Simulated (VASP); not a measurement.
# InSb3: single point with PBEsol

InSb3:

```xyz
4
Lattice="4.7285 -0.1655 -0.1655 -0.1655 4.7285 -0.1655 -0.1655 -0.1655 4.7285" Properties=species:S:1:pos:R:3 pbc="T T T"
In    0.0000    0.0000    0.0000
Sb    2.2815   -0.1655    2.2815
Sb   -0.1655    2.2815    2.2815
Sb    2.2815    2.2815   -0.1655
```

```yaml
Program: VASP 6.6.1
Task: single point
Functional: PBEsol
Potentials_or_basis: VASP PAW PBE potentials, release 64 (In_d, Sb)
Cutoff: 520 eV
k_mesh: 8 × 8 × 8
Occupations: gaussian, width 0.15 eV
Spin: no spin polarisation
```

```json
{
  "Pressure": "0.6 GPa",
  "Band gap on the k mesh": "zero (bands 14 and 15 overlap by 4.21 eV)"
}
```

Stress tensor (GPa, compression positive):
```
0.63 0.86 0.86
0.86 0.63 0.86
0.86 0.86 0.63
```

Levels at points of the mesh, in eV from the Fermi level:
| k point | band 10 | band 11 | band 12 | band 13 | band 14 | band 15 | band 16 | band 17 | band 18 | band 19 |
| --- | --- | --- | --- | --- | --- | --- | --- | --- | --- | --- |
| (0.00, 0.00, 0.00) | -4.62 | -4.33 | -3.57 | -0.35 | 0.41 | 0.41 | 2.07 | 2.07 | 2.75 | 4.27 |
| (0.50, 0.00, 0.00) | -3.37 | -2.46 | -2.43 | -1.88 | -1.11 | -0.87 | 1.55 | 2.24 | 2.56 | 3.08 |
| (0.50, 0.50, 0.00) | -2.62 | -2.01 | -1.59 | -1.38 | -1.17 | -1.16 | 0.21 | 1.25 | 3.10 | 4.27 |
| (0.50, 0.50, 0.50) | -5.37 | -5.37 | -4.97 | -4.76 | 3.05 | 3.05 | 4.00 | 4.43 | 4.43 | 6.44 |

It took 2.7 min on 1 thread of Intel Xeon 8259CL, on a shared host, peak memory 0.3 GiB.

Caveat: the PAW data sets were made with another functional, which shifts forces and pressure a little; spin-orbit coupling is left out, which moves the levels of the heavy elements.
